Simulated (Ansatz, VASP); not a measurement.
## One calculation of C, two programs

```
C
1.0
     0.00000    1.78574    1.78574
     1.78574    0.00000    1.78574
     1.78574    1.78574    0.00000
C
2
Direct
  0.00000 0.00000 0.00000
  0.25000 0.25000 0.25000
```

Alike in both runs: task relaxation of cell and atoms; functional PBE; k mesh 12 × 12 × 12; no spin polarisation.

|  | VASP | Ansatz |
| --- | --- | --- |
| version | VASP 6.6.1 | Ansatz 0.2.0 |
| potentials or method | VASP PAW PBE potentials, release 64 (C), cutoff 600 eV | scalar-relativistic, plane waves, PAW |
| occupations | gaussian, width 0.01 eV | fixed |
| valence electrons in the cell | 8 | 8 |

Ansatz gave:

```
gap on the k mesh at the Fermi level, each at its own relaxed structure (eV) : 4.15
relaxed volume (Å³/atom)                                                     : 5.70
relaxed cell length with the largest relative difference (Å)                 : 2.526
```

**Question.** What did VASP give for the same quantities?

**Answer.** gap on the k mesh at the Fermi level, each at its own relaxed structure (eV): 4.14; relaxed volume (Å³/atom): 5.69; relaxed cell length with the largest relative difference (Å): 2.525.
